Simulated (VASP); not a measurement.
Here is a VASP 6.6.1 calculation.

The input POSCAR:

```
CdTe
1.0
    0.0000000000      3.3783170252      3.3783170252
    3.3783170252      0.0000000000      3.3783170252
    3.3783170252      3.3783170252      0.0000000000
Te Cd
1 1
Direct
    0.7500000000      0.7500000000      0.7500000000
    0.0000000000      0.0000000000      0.0000000000
```

File INCAR.step1:

```
SYSTEM = CdTe
ALGO = Normal
EDIFF = 1E-5
ENCUT = 520
GGA = PE
ISIF = 2
ISMEAR = -1
LASPH = .True.
LCHARG = .False.
LREAL = .False.
LWAVE = .True.
NBANDS = 16
NELM = 80
PREC = Accurate
SIGMA = 0.05
```

INCAR.step2

```
SYSTEM = CdTe
AEXX = 1.0
AGGAC = 0.0
ALDAC = 0.0
ALGO = Normal
EDIFF = 1E-6
ENCUT = 520
GGA = PE
ISIF = 2
ISMEAR = -1
ISTART = 1
LASPH = .True.
LCHARG = .False.
LHFCALC = .True.
LREAL = .False.
LWAVE = .False.
NBANDS = 16
NELM = 80
PREC = Accurate
PRECFOCK = Normal
SIGMA = 0.05
```

Contents of KPOINTS:

```
k-points
0
Gamma
  4 4 4
  0 0 0
```

Potentials or basis: VASP PAW PBE potentials, release 64 (Te, Cd).

Run with:

```console
$ cat potpaw_PBE.64/Te/POTCAR potpaw_PBE.64/Cd/POTCAR > POTCAR
$ cp INCAR.step1 INCAR
$ mpirun -np 1 vasp_std > vasp.out
$ cp INCAR.step2 INCAR
$ mpirun -np 1 vasp_std > vasp.out
```

Problem. What does it give for the pressure?

Solution. -1.4 GPa.

Problem. Predict the band gap on the k mesh.

Solution. 6.37 eV.

Caveat: the PAW data sets were made with another functional, which shifts forces and pressure a little; spin-orbit coupling is left out, which moves the levels of the heavy elements.
